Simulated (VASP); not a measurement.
Mg: single point with PBEsol

The system is Mg.

```
Mg
1.0
     1.62977    0.94095    4.96578
    -1.62977    0.94095    4.96578
     0.00000   -1.88190    4.96578
Mg
2
Direct
  0.24983 0.24983 0.24983
  0.75017 0.75017 0.75017
```

* Program: VASP 6.6.1
* Task: single point
* Functional: PBEsol
* Potentials or basis: VASP PAW PBE potentials, release 64 (Mg)
* Cutoff: 520 eV
* k mesh: 6 × 6 × 6
* Occupations: gaussian, width 0.1 eV
* Spin: no spin polarisation

- Pressure: -0.1 GPa
- Largest force: 0.018 eV/Å
- Band gap on the k mesh: zero (band 2 reaches 3.09 eV, above the bottom of band 3 at 1.77 eV)

Forces on the atoms (eV/Å):
```
Mg   0.000  0.000  0.018
Mg   0.000  0.000 -0.018
```

Stress tensor (GPa, compression positive):
```
-0.11  0.00  0.00
 0.00 -0.11  0.00
 0.00  0.00 -0.04
```

Levels at points of the mesh, in eV from the Fermi level:
```tsv
k point	band 1	band 2	band 3	band 4	band 5
(0.00, 0.00, 0.00)	-6.95	-1.34	-0.63	10.61	10.61
(0.50, 0.00, 0.00)	-2.17	-2.17	1.63	1.63	5.62
(0.50, 0.50, 0.00)	-1.83	-1.49	-0.22	0.81	6.01
(0.50, 0.50, 0.50)	-5.44	-5.42	6.03	6.03	10.41
```

Run time: 16 s on 1 thread of Intel(R) Xeon(R) Platinum 8488C (Sapphire Rapids), with other jobs on the host, peak memory 0.23 GiB.

Caveat: the k points lie up to 0.38 Å⁻¹ apart; the PAW data sets were made with another functional, which shifts forces and pressure a little.
